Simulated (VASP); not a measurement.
SrCl2, 3 atoms in the cell. It takes space group I4/mmm (No. 139, tetragonal). Conventional cell: a = 5.355 Å, b = 5.355 Å, c = 5.907 Å, α = 90.00°, β = 90.00°, γ = 90.00°. Sr (site symmetry 4/mmm) has 8 Cl at 3.06 Å within 4.0 Å. Within 3.9 Å of Cl (site symmetry -4m2) lie 6 Cl at 2.95 to 3.79 Å and 4 Sr at 3.06 Å.  This cell differs from its parent crystal: ratio of the length along z to the lengths across it x 0.78, volume and fractional coordinates fixed.

```yaml
Program: VASP 6.6.1
Task: single point
Functional: PBE
Potentials_or_basis: VASP PAW PBE potentials, release 64 (Sr_sv, Cl)
Cutoff: 520 eV
k_mesh: 6 × 6 × 6
Occupations: gaussian, width 0.05 eV
Spin: no spin polarisation
Dipole_correction: no
Further_INCAR_settings: ALGO = Normal; EDIFF = 1e-06; NBANDS = 19
```

Potentials or basis: VASP PAW PBE potentials, release 64 (Sr_sv, Cl).

Run with:

```bash
$ cat potpaw_PBE.64/Sr_sv/POTCAR potpaw_PBE.64/Cl/POTCAR > POTCAR
$ mpirun -np 1 vasp_std > vasp.out
```

Hardware: 1 thread of AMD EPYC 9R14 (Zen 4), on a shared host.

Estimate the wall time of this run.

It took 32 s on 1 thread of AMD EPYC 9R14 (Zen 4) (shared host), peak memory 0.2 GiB. Counts: scf iterations 14, k points 30.
